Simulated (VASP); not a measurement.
# Sn24O49 (a cell with a defect) in VASP: single point with PBEsol

Aim: the single point of Sn24O49 (a cell with a defect) with PBEsol.

All numbers are computed with VASP 6.6.1; they aren't measurements. Logs are shortened: lines on timing, memory, paths and dates and some standing lists are left out, and cuts for length are marked.

## 1. The cell of the first run

The cell holds a defect, 73 atoms: a = 9.538 Å, b = 9.538 Å, c = 9.636 Å, α = 90.00°, β = 90.00°, γ = 90.00°.

## 2. Single point, PBEsol

INCAR reads:

```
PREC = Accurate
ENCUT = 520
EDIFF = 1E-6
ISMEAR = -1
SIGMA = 0.05
LREAL = Auto
LASPH = T
NELM = 120
ALGO = Normal
ISIF = 2
LWAVE = F
LCHARG = F
GGA = PS
NBANDS = 357
ISYM = -1
GGA_COMPAT = F
```

KPOINTS reads:

```
explicit points
1
Reciprocal
  0.25000000   0.25000000   0.25000000 1
```

POSCAR reads:

```
Sn24O49
1.0
    9.5380920000      0.0000000000      0.0000000000
    0.0000000000      9.5380920000      0.0000000000
    0.0000000000      0.0000000000      9.6363030000
Sn O
24 49
Direct
    0.0006530000      0.0008610000      0.9982230000
    0.9978360000      0.9984540000      0.3326590000
    0.9983560000      0.9980400000      0.6638310000
    0.0023040000      0.4992980000      0.9957910000
    0.0017360000      0.4987660000      0.3301780000
    0.9960750000      0.5023920000      0.6628060000
    0.4990920000      0.0025200000      0.0007760000
    0.5022800000      0.9961330000      0.3337390000
    0.4986100000      0.0018670000      0.6663490000
    0.5081260000      0.5082600000      0.9982430000
    0.5007290000      0.5000050000      0.3309300000
    0.4998900000      0.5009400000      0.6655700000
    0.2441490000      0.2402480000      0.1738320000
    0.2529080000      0.2529940000      0.4982890000
    0.2402790000      0.2444880000      0.8227860000
    0.2506480000      0.7504460000      0.1645020000
    0.2495290000      0.7485330000      0.4982640000
    0.2522170000      0.7519620000      0.8308750000
    0.7517810000      0.2524000000      0.1656250000
    0.7484060000      0.2496740000      0.4982280000
    0.7502850000      0.2508000000      0.8319960000
    0.7530590000      0.7505550000      0.1654680000
    0.7490990000      0.7492030000      0.4982470000
    0.7504190000      0.7532960000      0.8309980000
    0.1551030000      0.1555030000      0.9981900000
    0.1495910000      0.1513780000      0.3387420000
    0.1511810000      0.1499260000      0.6579180000
    0.1530510000      0.6547750000      0.9963120000
    0.1538790000      0.6521600000      0.3301080000
    0.1547240000      0.6516910000      0.6661730000
    0.6546460000      0.1532430000      0.0002180000
    0.6514850000      0.1549510000      0.3303370000
    0.6519270000      0.1541470000      0.6663730000
    0.6578160000      0.6582280000      0.9981930000
    0.6513420000      0.6568050000      0.3316880000
    0.6566710000      0.6515510000      0.6648160000
    0.3987620000      0.3096110000      0.0444270000
    0.3473140000      0.3461200000      0.3326960000
    0.3461150000      0.3474180000      0.6638280000
    0.3469990000      0.8481270000      0.9987340000
    0.3488420000      0.8426720000      0.3330090000
    0.3444170000      0.8506930000      0.6631590000
    0.8480570000      0.3470960000      0.9977490000
    0.8506450000      0.3444940000      0.3333290000
    0.8426940000      0.3489010000      0.6635010000
    0.8488340000      0.8488730000      0.9982420000
    0.8467770000      0.8466870000      0.3321010000
    0.8466220000      0.8469010000      0.6643860000
    0.0992840000      0.4008580000      0.1633550000
    0.0971620000      0.4044130000      0.4982600000
    0.0838840000      0.3965930000      0.8247890000
    0.0983910000      0.9052620000      0.1655120000
    0.0943550000      0.8997460000      0.4978310000
    0.0988340000      0.9060900000      0.8312180000
    0.6139880000      0.4185470000      0.1676680000
    0.5965510000      0.4038690000      0.4983320000
    0.5954310000      0.4034580000      0.8335310000
    0.5998570000      0.9034630000      0.1650270000
    0.5984410000      0.9039770000      0.5012120000
    0.5963930000      0.9062300000      0.8327310000
    0.3962490000      0.0837640000      0.1718450000
    0.4041810000      0.0971580000      0.4982820000
    0.4006500000      0.0994000000      0.8331340000
    0.4032170000      0.5954110000      0.1629710000
    0.4036780000      0.5966420000      0.4981870000
    0.4180920000      0.6139280000      0.8287290000
    0.9058920000      0.0989820000      0.1652850000
    0.8995160000      0.0944390000      0.4986760000
    0.9049880000      0.0984920000      0.8309380000
    0.9059200000      0.5964840000      0.1637880000
    0.9037860000      0.5984620000      0.4953230000
    0.9032240000      0.5999000000      0.8314930000
    0.3106330000      0.3989800000      0.9521540000
```

Potentials or basis: VASP PAW PBE potentials, release 64 (Sn_d, O).

Command:

```sh
$ cat potpaw_PBE.64/Sn_d/POTCAR potpaw_PBE.64/O/POTCAR > POTCAR
$ mpirun -np 1 vasp_std > vasp.out
```

OUTCAR:

```text
PREC = Accurate
   ENCUT = 520
   EDIFF = 1E-6
   ISMEAR = -1
   LREAL = Auto
   LASPH = T
   NELM = 120
   ISIF = 2
   GGA = PS
   ISYM = -1

 ion  position               nearest neighbor table
   1  0.001  0.001  0.998-  46 2.05  54 2.07  67 2.07  69 2.07  52 2.07  25 2.08   3 3.22   2 3.22
                            13 3.67  15 3.67  24 3.72  22 3.72  21 3.74  16 3.74  19 3.74  18 3.74
   2  0.998  0.998  0.333-  47 2.04  26 2.06  53 2.07  68 2.07  67 2.07  52 2.07   3 3.19   1 3.22
                            13 3.63  22 3.69  23 3.72  20 3.73  19 3.74  17 3.74  16 3.75
   3  0.998  0.998  0.664-  48 2.04  27 2.06  68 2.07  53 2.07  54 2.07  69 2.07   2 3.19   1 3.22
                            15 3.63  24 3.69  23 3.72  17 3.73  18 3.74  20 3.74  21 3.75
   4  0.002  0.499  0.996-  28 2.07  43 2.07  51 2.07  72 2.08  70 2.08  49 2.08   6 3.21   5 3.22
                            15 3.72  21 3.73  19 3.73  16 3.74  18 3.74  22 3.75
   5  0.002  0.499  0.330-  44 2.06  29 2.06  50 2.06  70 2.07  71 2.08  49 2.08   6 3.21   4 3.22
                            13 3.70  19 3.70  14 3.72  17 3.73  22 3.73  16 3.73  20 3.76
   6  0.996  0.502  0.663-  51 2.04  71 2.05  45 2.07  72 2.07  50 2.08  30 2.08   5 3.21   4 3.21
                            23 3.69  24 3.72  15 3.72  17 3.72  20 3.73  21 3.73
   7  0.499  0.003  0.001-  31 2.07  40 2.07  61 2.07  58 2.08  60 2.08  63 2.08   8 3.21   9 3.22
                            13 3.72  16 3.73  18 3.73  21 3.74  19 3.74  24 3.75
   8  0.502  0.996  0.334-  61 2.04  59 2.05  41 2.07  58 2.07  62 2.08  32 2.08   9 3.21   7 3.21
                            23 3.69  22 3.72  13 3.72  20 3.72  17 3.73  16 3.73
   9  0.499  0.002  0.666-  42 2.06  33 2.06  62 2.06  60 2.07  59 2.08  63 2.08   8 3.21   7 3.22
                            15 3.70  18 3.70  14 3.72  20 3.73  24 3.73  21 3.73  17 3.76
  10  0.508  0.508  0.998-  34 2.02  57 2.05  64 2.05  55 2.10  66 2.10  73 2.20  37 2.21  12 3.21
                            11 3.21  22 3.66  24 3.66  21 3.73  16 3.73  19 3.74  18 3.74
  11  0.501  0.500  0.331-  55 2.06  56 2.07  38 2.07  35 2.07  65 2.07  64 2.08  10 3.21  12 3.22
                            14 3.71  19 3.72  23 3.72  20 3.73  17 3.74  16 3.74  22 3.75
  12  0.500  0.501  0.666-  66 2.06  65 2.07  39 2.07  36 2.07  56 2.07  57 2.08  10 3.21  11 3.22
                            14 3.71  18 3.72  23 3.72  17 3.73  20 3.74  21 3.74  24 3.75
  13  0.244  0.240  0.174-  26 2.01  37 2.04  25 2.06  49 2.07  38 2.08  61 2.08  73 2.69  14 3.13
                            15 3.38   2 3.63   1 3.67   5 3.70   7 3.72   8 3.72
  14  0.253  0.253  0.498-  38 2.04  39 2.04  27 2.07  26 2.07  62 2.07  50 2.07  13 3.13  15 3.13
                            11 3.71  12 3.71   9 3.72   5 3.72
  15  0.240  0.244  0.823-  27 2.01  73 2.04  25 2.06  63 2.07  39 2.08  51 2.08  37 2.69  14 3.13
                            13 3.38   3 3.63   1 3.67   9 3.70   4 3.72   6 3.72
  16  0.251  0.750  0.165-  40 2.07  29 2.07  41 2.07  52 2.07  64 2.07  28 2.08  18 3.21  17 3.22
                             7 3.73   8 3.73  10 3.73   5 3.73   1 3.74  11 3.74   4 3.74   2 3.75
  17  0.250  0.749  0.498-  41 2.06  65 2.06  53 2.07  30 2.07  42 2.07  29 2.07  18 3.21  16 3.22
                             6 3.72  12 3.73   5 3.73   8 3.73   3 3.73  11 3.74   2 3.74   9 3.76
  18  0.252  0.752  0.831-  66 2.06  42 2.07  40 2.07  28 2.07  30 2.07  54 2.07  17 3.21  16 3.21
                             9 3.70  12 3.72   7 3.73  10 3.74   3 3.74   1 3.74   4 3.74
  19  0.752  0.252  0.166-  55 2.06  44 2.07  43 2.07  31 2.07  32 2.07  67 2.07  20 3.21  21 3.22
                             5 3.70  11 3.72   4 3.73  10 3.74   2 3.74   1 3.74   7 3.74
  20  0.748  0.250  0.498-  45 2.06  56 2.06  68 2.07  32 2.07  44 2.07  33 2.07  19 3.21  21 3.22
                             8 3.72  11 3.73   9 3.73   6 3.73   2 3.73  12 3.74   3 3.74   5 3.76
  21  0.750  0.251  0.832-  43 2.07  33 2.07  69 2.07  45 2.07  57 2.07  31 2.08  19 3.22  20 3.22
                             4 3.73   6 3.73  10 3.73   9 3.73   1 3.74  12 3.74   7 3.74   3 3.75
  22  0.753  0.751  0.165-  34 2.05  47 2.05  58 2.06  70 2.07  35 2.08  46 2.08  23 3.21  24 3.22
                            10 3.66   2 3.69   8 3.72   1 3.72   5 3.73  11 3.75   4 3.75
  23  0.749  0.749  0.498-  36 2.05  35 2.05  71 2.06  59 2.06  47 2.07  48 2.07  24 3.21  22 3.21
                             8 3.69   6 3.69   2 3.72   3 3.72  12 3.72  11 3.72
  24  0.750  0.753  0.831-  34 2.05  48 2.05  72 2.07  60 2.07  36 2.08  46 2.08  23 3.21  22 3.22
                            10 3.66   3 3.69   6 3.72   1 3.72   9 3.73  12 3.75   7 3.75
  25  0.155  0.156  0.998-  15 2.06  13 2.06   1 2.08
  26  0.150  0.151  0.339-  13 2.01   2 2.06  14 2.07
  27  0.151  0.150  0.658-  15 2.01   3 2.06  14 2.07
  28  0.153  0.655  0.996-   4 2.07  18 2.07  16 2.08
  29  0.154  0.652  0.330-   5 2.06  16 2.07  17 2.07
  30  0.155  0.652  0.666-  17 2.07  18 2.07   6 2.08
  31  0.655  0.153  0.000-   7 2.07  19 2.07  21 2.08
  32  0.651  0.155  0.330-  20 2.07  19 2.07   8 2.08
  33  0.652  0.154  0.666-   9 2.06  21 2.07  20 2.07
  34  0.658  0.658  0.998-  10 2.02  24 2.05  22 2.05
  35  0.651  0.657  0.332-  23 2.05  11 2.07  22 2.08
[... 228 lines left out ...]
   ISTART =      0    job   : 0-new  1-cont  2-samecut
   ICHARG =      2    charge: 1-file 2-atom 10-const
   ISPIN  =      1    spin polarized calculation?
   LNONCOLLINEAR =      F non collinear calculations
   LSORBIT =      F    spin-orbit coupling
   LASPH  =      T    aspherical Exc in radial PAW
   ENCUT  =  520.0 eV  38.22 Ry    6.18 a.u.  17.73 17.73 17.92*2*pi/ulx,y,z
   NELM   =    120;   NELMIN=  2; NELMDL= -5     # of ELM steps
   EDIFF  = 0.1E-05   stopping-criterion for ELM
   LREAL  =      T    real-space projection
   EDIFFG = 0.1E-04   stopping-criterion for IOM
   NSW    =      0    number of steps for IOM
   IBRION =     -1    ionic relax: 0-MD 1-quasi-New 2-CG
   NFREE  =      0    steps in history (QN), initial steepest desc. (CG)
   ISIF   =      2    stress and relaxation
   ISYM   =     -1    0-nonsym 1-usesym 2-fastsym
   POTIM  = 0.5000    time-step for ionic-motion
   TEBEG  =    0.0;   TEEND  =   0.0 temperature during run
   PSTRESS=    0.0 pullay stress
   NELECT =     630.0000    total number of electrons
   NUPDOWN=      -1.0000    fix difference up-down
   EMIN   =  10.00;   EMAX   =-10.00  energy-range for DOS
   EFERMI =   0.00;   METHOD = LEGACY
   ISMEAR =    -1;   SIGMA  =   0.05  broadening in eV -4-tet -1-fermi 0-gaus
   EFERMI_NEDOS =   21; number of points for ismear=-14 and -15
   IALGO  =     38    algorithm
   IMIX   =      4    mixing-type and parameters
     AMIX     =   0.40;   BMIX     =  1.00
     AMIX_MAG =   1.60;   BMIX_MAG =  1.00
  volume/ion in A,a.u.               =      12.01        81.04
  Fermi-wavevector in a.u.,A,eV,Ry     =   1.466371  2.771039 29.255844  2.150244
  Thomas-Fermi vector in A             =   2.582116
   LORBIT       =      0    0 simple, 1 ext, 2 COOP (PROOUT), +10 PAW based schemes
   GGA     = PS    functional components
   LHFCALC =     F    Hartree Fock is set to
   AEXX    =    0.0000 exact exchange contribution
   IVDW    =     0    specifies the selected vdW correction
   LEPSILON=     F    determine dielectric tensor
   LRPA    =     F    only Hartree local field effects (RPA)
 non-spin polarized calculation
  energy-cutoff  :      520.00
  volume of cell :      876.66
 maximum number of plane-waves:     23594
 NGX is ok and might be reduce to    70
   NGX = 35   NGY = 35   NGZ = 35

 number of electron     630.0000015 magnetization

 Free energy of the ion-electron system (eV)
  ---------------------------------------------------
  ext. energy  EPLUGINS =         0.00000000
  ---------------------------------------------------
  free energy    TOTEN  =      -478.95976559 eV

  energy without entropy =     -478.95976559  energy(sigma->0) =     -478.95976559

 E-fermi :   6.8779     XC(G=0): -11.4822

 val. band max:        5.8127779429   @ k =   0.2500   0.2500   0.2500
 cond. band min:       7.9201234858   @ k =   0.2500   0.2500   0.2500
 fundamental gap:      2.1073455428
 Fermi energy:         6.8779170096

 k-point     1 :       0.2500    0.2500    0.2500
  band No.  band energies     occupation
      1     -16.1037      2.00000
      2     -15.0993      2.00000
      3     -15.0606      2.00000
      4     -15.0450      2.00000
      5     -15.0181      2.00000
      6     -14.9809      2.00000
[... 319 lines left out ...]
    326      10.7091      0.00000
    327      10.8186      0.00000
 [bands above 327 left out]

------------------------ aborting loop because EDIFF is reached ----------------------------------------

  FORCE on cell =-STRESS in cart. coord.  units (eV):
  Direction    XX          YY          ZZ          XY          YZ          ZX
  --------------------------------------------------------------------------------------
  -------------------------------------------------------------------------------------
  Total        9.0013673      9.0413599     15.8376215      4.4976673     -2.7516149      2.1162410
  in kB       16.4507462     16.5238360     28.9445686      8.2198606     -5.0288048      3.8676061
  external PRESSURE =      20.6397170 kB  Pullay stress =       0.0000000 kB

 VOLUME and BASIS-vectors are now :
 -----------------------------------------------------------------------------
  energy-cutoff  :      520.00
  volume of cell :      876.66
      direct lattice vectors                 reciprocal lattice vectors
     9.538092000  0.000000000  0.000000000     0.104842771  0.000000000  0.000000000
     0.000000000  9.538092000  0.000000000     0.000000000  0.104842771  0.000000000
     0.000000000  0.000000000  9.636303000     0.000000000  0.000000000  0.103774238

 POSITION                                       TOTAL-FORCE (eV/Angst)
 -----------------------------------------------------------------------------------
      0.00623      0.00821      9.61918        -0.005450     -0.007076     -0.003400
      9.51745      9.52335      3.20560        -0.005346     -0.003430     -0.002557
      9.52241      9.51940      6.39688        -0.009339     -0.003819     -0.006071
      0.02198      4.76235      9.59574         0.001650      0.001130     -0.009112
      0.01656      4.75728      3.18170        -0.001239      0.006130     -0.008186
      9.50065      4.79186      6.38700        -0.012557      0.015598     -0.010335
[... 65 lines left out ...]
      8.61503      5.72190      8.01252        -0.005933      0.008889      0.000635
      2.96285      3.80551      9.17524        -0.123622      0.141870     -0.109871
 -----------------------------------------------------------------------------------
    total drift:                                0.037929      0.034013     -0.019372

  FREE ENERGIE OF THE ION-ELECTRON SYSTEM (eV)
  ---------------------------------------------------
  free  energy   TOTEN  =      -478.9597655934 eV

  energy  without entropy=     -478.9597655895  energy(sigma->0) =     -478.95976559
```

Run time: 8.6 min. Hardware: 1 thread of Intel Xeon 6975P-C (Granite Rapids), shared host; peak memory 0.82 GiB.

Results:

* Free energy: -478.9598 eV
* Pressure: 2.1 GPa
* Largest force: 0.222 eV/Å
* Band gap on the k mesh: 2.11 eV

Forces in eV/Å, atoms in the order of the input:
```
Sn  -0.005 -0.007 -0.003
Sn  -0.005 -0.003 -0.003
Sn  -0.009 -0.004 -0.006
Sn   0.002  0.001 -0.009
Sn  -0.001  0.006 -0.008
Sn  -0.013  0.016 -0.010
Sn  -0.001  0.007 -0.003
Sn   0.021 -0.021  0.008
Sn  -0.005  0.006 -0.006
Sn   0.011  0.009 -0.003
Sn   0.000  0.004  0.000
Sn   0.005 -0.011 -0.001
Sn  -0.011  0.000  0.012
Sn   0.005  0.008  0.004
Sn  -0.012 -0.009 -0.007
Sn   0.000 -0.010  0.001
Sn   0.005 -0.007  0.002
Sn   0.009  0.005 -0.003
Sn   0.009  0.012 -0.003
Sn  -0.003  0.010  0.000
Sn  -0.003  0.002  0.000
Sn   0.005 -0.004 -0.006
Sn   0.005  0.007  0.004
Sn  -0.002  0.000 -0.001
O   -0.006 -0.007  0.001
O   -0.020 -0.015  0.010
O   -0.016 -0.023 -0.007
O   -0.006 -0.006  0.003
O   -0.009 -0.012 -0.001
O   -0.014 -0.011  0.002
O   -0.016 -0.016  0.000
O   -0.017 -0.014 -0.003
O   -0.013 -0.016  0.004
O    0.002  0.004  0.000
O   -0.014 -0.009 -0.005
O   -0.010 -0.014  0.001
O    0.142 -0.128  0.112
O    0.011  0.016 -0.004
O    0.013  0.015  0.007
O    0.009  0.013  0.008
O    0.012  0.014 -0.003
O    0.007  0.013 -0.003
O    0.013  0.005  0.007
O    0.012  0.007  0.001
O    0.009  0.011 -0.001
O    0.010  0.012  0.005
O    0.010  0.011  0.007
O    0.006  0.007 -0.001
O    0.020 -0.020 -0.005
O    0.015 -0.013  0.002
O    0.019 -0.022  0.008
O    0.013 -0.010  0.002
O    0.014 -0.015 -0.003
O    0.016 -0.010  0.000
O    0.005 -0.009 -0.004
O    0.007 -0.013  0.007
O    0.009 -0.019 -0.003
O    0.005 -0.004 -0.001
O    0.007 -0.007 -0.001
O    0.004 -0.007  0.004
O   -0.022  0.016 -0.004
O   -0.014  0.013 -0.002
O   -0.014  0.012  0.009
O   -0.019  0.011  0.000
O   -0.013  0.008  0.001
O   -0.012  0.016  0.005
O   -0.008  0.013 -0.001
O   -0.012  0.011 -0.003
O   -0.006  0.010  0.003
O   -0.005  0.005  0.000
O   -0.004  0.010 -0.004
O   -0.006  0.009  0.001
O   -0.124  0.142 -0.110
```

Caveat: the PAW data sets were made with another functional, which shifts forces and pressure a little; spin-orbit coupling is left out, which moves the levels of the heavy elements.
